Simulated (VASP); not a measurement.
A run of VASP 6.6.1 is set up as follows.

INCAR

```
SYSTEM = Al4Cu
  PREC = Accurate
  ENCUT = 600
  EDIFF = 1E-6
  ISMEAR = 0
  SIGMA = 0.1
  LREAL = .FALSE.
  LASPH = .TRUE.
  NELM = 60
  ALGO = Normal
  ISIF = 3
  LWAVE = .FALSE.
  LCHARG = .FALSE.
  GGA = PE
  IBRION = 2
  NSW = 100
  EDIFFG = -0.01
```

KPOINTS

```
regular mesh
0
G
  10 10 10
  0 0 0
```

The input POSCAR:

```
Al4Cu
1.0
    0.0000000000      3.7058307940      3.7058307940
    3.7058307940      0.0000000000      3.7058307940
    3.7058307940      3.7058307940      0.0000000000
Al Cu
4 1
Direct
    0.3744108728      0.8767673817      0.3744108728
    0.3744108728      0.3744108728      0.3744108728
    0.8767673817      0.3744108728      0.3744108728
    0.3744108728      0.3744108728      0.8767673817
    0.7500000000      0.7500000000      0.7500000000
```

Potentials or basis: VASP PAW PBE potentials, release 64 (Al, Cu).

Command:

```bash
$ cat potpaw_PBE.64/Al/POTCAR potpaw_PBE.64/Cu/POTCAR > POTCAR
$ mpirun -np 1 vasp_std > vasp.out
```

Problem. Predict the band gap on the k mesh.

Solution. Zero (an odd number of electrons rules out a gap without spin polarisation).

Problem. What does it give for the relaxed volume?

Solution. 20.38 Å³/atom.

Problem. Estimate the relaxed cell.

Solution. a = 5.243 Å, b = 5.243 Å, c = 5.243 Å, α = 60.00°, β = 60.00°, γ = 60.00°.

Problem. Estimate the space group after relaxing (to 0.1 Å).

Solution. F-43m (No. 216).

Step by step:
```tsv
step	energy change (eV)	largest force (eV/Å)	pressure (GPa)	volume (Å³)
1	0.0000	0.0915	0.09	101.79
2	-0.0006	0.0246	-0.04	101.95
3	-0.0006	0.0021	0.00	101.91
```
